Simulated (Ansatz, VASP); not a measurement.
AlGaN2 in VASP and in Ansatz

The input INCAR:

```
PREC = Accurate
ENCUT = 520
EDIFF = 1E-7
ISMEAR = 0
SIGMA = 0.05
LREAL = F
LASPH = T
NELM = 100
ALGO = Normal
ISIF = 2
LWAVE = F
LCHARG = F
GGA = CA
NBANDS = 21
```

The input KPOINTS:

```
regular mesh
0
Gamma
  8 8 6
```

File POSCAR:

```
AlGaN2
1.0
    3.2036945897      0.0000000000      0.0000000000
    0.0000000000      3.2036945897      0.0000000000
    0.0000000000      0.0000000000      4.4238379400
Al Ga N
1 1 2
Direct
    0.5000000000      0.5000000000      0.5000000000
    0.0000000000      0.0000000000      0.0000000000
    0.5000000000      0.0000000000      0.7382648100
    0.0000000000      0.5000000000      0.2617351900
```

Input for Ansatz:

```yaml
crystal:
  lattice:
    - [3.2036945897, 0.0, 0.0]
    - [0.0, 3.2036945897, 0.0]
    - [0.0, 0.0, 4.42383794]
  atoms:
    - { symbol: Al, position: [0.5, 0.5, 0.5] }
    - { symbol: Ga, position: [0.0, 0.0, 0.0] }
    - { symbol: "N", position: [0.5, 0.0, 0.73826481] }
    - { symbol: "N", position: [0.0, 0.5, 0.26173519] }
basis:
  ecutwfc: 420
kpoints:
  mp_grid: { grid: [8, 8, 6] }
hamiltonian:
  xc: lda
scf:
  occupations: { method: gaussian, width: 0.05 }
output:
  forces: true
  stress: true
  eigenvalues: true
```

Change from the starting cell: strain +0.0200 x Voigt [1, 1, 0, 0, 0, 0], atoms carried along.

Alike in both runs: task single point; functional LDA; k mesh 8 × 8 × 6; occupations gaussian, width 0.05 eV; no spin polarisation.

|  | VASP | Ansatz |
| --- | --- | --- |
| version | VASP 6.6.1 | Ansatz 0.2.0 |
| potentials or method | VASP PAW LDA potentials, release 64 (Al, Ga_d, N), cutoff 520 eV | scalar-relativistic, plane waves, PAW |
| valence electrons in the cell | 26 | 26 |

Ansatz gave:

```
gap on the k mesh at the Fermi level (eV)                     : 2.59
least direct gap on the mesh (eV)                             : 2.59
pressure (GPa)                                                : -11.8
traceless stress, the component that is largest in VASP (GPa) : 1.66
rms of the force components (eV/Å)                            : 0.062
```

Task: Which values does VASP return?

Result: gap on the k mesh at the Fermi level (eV): 2.60; least direct gap on the mesh (eV): 2.60; pressure (GPa): -11.1; traceless stress, the component that is largest in VASP (GPa): 1.66; rms of the force components (eV/Å): 0.051.

LDA's correlation is that of Perdew and Zunger in VASP and of Perdew and Wang (1992) in Ansatz. Atom by atom the forces differ by 0.011 eV/Å (rms over components).
